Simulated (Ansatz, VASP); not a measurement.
## Two plane-wave programs on LiCl

```
Li Cl
1.0
     3.23808    0.00000    0.00000
     0.00000    3.23808    0.00000
     0.00000    0.00000    3.23808
Li Cl
1 1
Cartesian
  0.0000 0.0000 0.0000
  1.6190 1.6190 1.6190
```

Alike in both runs: task single point; functional r2SCAN; k mesh 6 × 6 × 6; no spin polarisation.

```csv
,VASP,Ansatz
version,VASP 6.6.1,Ansatz 0.2.0
potentials or method,"VASP PAW PBE potentials, release 64 (Li_sv, Cl)","plane waves, PAW"
plane-wave cutoff (eV),520,500
occupations,"gaussian, width 0.01 eV",fixed
valence electrons in the cell,10,10
```

```tsv
	VASP	Ansatz	Ansatz less VASP
gap on the k mesh at the Fermi level (eV)	5.53	5.38	-0.147
```

VASP's potentials were made for PBE, not for r2SCAN.

Noted on VASP's run: the cutoff is short for stress, so the pressure is rough.
